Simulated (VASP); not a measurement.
ZrOs, 2 atoms in the cell. The structure is orthorhombic, space group Cmmm (No. 65). Conventional cell: a = 4.534 Å, b = 4.695 Å, c = 3.263 Å, α = 90.00°, β = 90.00°, γ = 90.00°. Zr (site symmetry mmm) has 8 Os at 2.79 to 2.86 Å and 6 Zr at 3.26 Å within 3.7 Å. Os (site symmetry mmm) has 8 Zr at 2.79 to 2.86 Å and 6 Os at 3.26 Å within 3.7 Å.  This cell differs from its parent crystal: strain +0.0350 x Voigt [0, 0, 0, 0, 1, 0].

| Item | Value |
| --- | --- |
| Program | VASP 6.6.1 |
| Task | single point |
| Functional | PBEsol |
| Potentials or basis | VASP PAW PBE potentials, release 64 (Zr_sv, Os) |
| Cutoff | 520 eV |
| k mesh | 14 × 14 × 14 |
| Occupations | gaussian, width 0.15 eV |
| Spin | no spin polarisation |
| Dipole correction | no |
| Further INCAR settings | ALGO = Fast; EDIFF = 1e-06; NBANDS = 17 |

Potentials or basis: VASP PAW PBE potentials, release 64 (Zr_sv, Os).

Command:

```sh
$ cat potpaw_PBE.64/Zr_sv/POTCAR potpaw_PBE.64/Os/POTCAR > POTCAR
$ mpirun -np 1 vasp_std > vasp.out
```

Hardware: 1 thread of Oxide Virtual Turin-like Processor, with other jobs on the host.

Question: How long does it take, and how much memory?

Answer: Run time: 6.5 min on 1 thread of Oxide Virtual Turin-like Processor, with other jobs on the host, peak memory 0.34 GiB. Counts: scf iterations 19, k points 456.
